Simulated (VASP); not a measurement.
## LiF: single point with PBEsol+D3(BJ)

LiF:

```
CELL_PARAMETERS angstrom
2.95531 0.00000 0.00000
-1.47765 2.55937 0.00000
0.00000 0.00000 4.64142
ATOMIC_POSITIONS crystal
Li 0.33333 0.66667 0.38115
Li 0.66667 0.33333 0.88115
F 0.33333 0.66667 0.99384
F 0.66667 0.33333 0.49384
```

* Program: VASP 6.6.1
* Task: single point
* Functional: PBEsol
* Dispersion: D3(BJ)
* Potentials or basis: VASP PAW PBE potentials, release 64 (Li_sv, F)
* Cutoff: 520 eV
* k mesh: 6 × 6 × 4
* Occupations: gaussian, width 0.01 eV
* Spin: no spin polarisation

The largest force is 0.014 eV/Å, the band gap on the k mesh is 8.32 eV and the dispersion energy per atom is -0.134 eV.

Forces on the atoms (eV/Å):
```
Li   0.000  0.000  0.014
Li   0.000  0.000  0.014
F    0.000  0.000 -0.014
F    0.000  0.000 -0.014
```

Levels at points of the mesh, in eV from the valence-band top:
```
           k point  band 6  band 7  band 8  band 9  band 10  band 11  band 12  band 13  band 14  band 15
(0.00, 0.00, 0.00)   -0.55   -0.55   -0.17   -0.17     0.00     8.32    12.73    16.38    19.38    19.38
(0.50, 0.00, 0.00)   -1.48   -1.21   -1.20   -0.65    -0.45    11.72    12.65    15.77    15.77    18.34
(0.00, 0.00, 0.50)   -1.36   -0.36   -0.36   -0.36    -0.36    10.09    10.09    18.56    18.56    19.69
(0.50, 0.00, 0.50)   -2.11   -0.84   -0.84   -0.68    -0.68    11.59    11.59    15.74    15.74    20.16
```

Run time: 10 s on 1 thread of Intel Xeon 8259CL (shared host), peak memory 0.16 GiB.

Caveat: three body term missing; the PAW data sets were made with another functional, which shifts forces and pressure a little. A k mesh can miss the band edges.
